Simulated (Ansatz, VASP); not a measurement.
## One calculation of Al2Pt, two programs

```
Al Pt
1.0
     2.94826    2.94826    0.00000
    -2.94826    2.94826    0.00000
     0.00000    0.00000    5.80807
Al Pt
4 2
Direct
  0.00000 0.50000 0.75000
  0.50000 0.00000 0.75000
  0.50000 0.00000 0.25000
  0.00000 0.50000 0.25000
  0.00000 0.00000 0.00000
  0.50000 0.50000 0.50000
```

Change from the starting cell: strain along c alone, the other axes held, atoms relaxed: -1.5 %.

Alike in both runs: task single point; functional PBEsol; k mesh 8 × 8 × 6; occupations gaussian, width 0.1 eV; no spin polarisation.

|  | VASP | Ansatz |
| --- | --- | --- |
| version | VASP 6.6.1 | Ansatz 0.2.0 |
| potentials or method | VASP PAW PBE potentials, release 64 (Al, Pt), cutoff 520 eV | scalar-relativistic, plane waves, PAW |
| valence electrons in the cell | 32 | 48 |

```csv
,VASP,Ansatz,Ansatz less VASP
gap on the k mesh at the Fermi level (eV),none,none,-
pressure (GPa),2.2,2.2,+0.01
"traceless stress, the component that is largest in VASP (GPa)",0.53,0.53,-0.002
```

VASP's potentials were made for PBE, not for PBEsol. A gap of «none» marks a metal or a gap that the smearing closes. VASP's potentials hold 32 valence electrons a cell and Ansatz's 48, so a difference there can come from the potentials and not from the codes.

Neither program's run includes spin-orbit coupling.
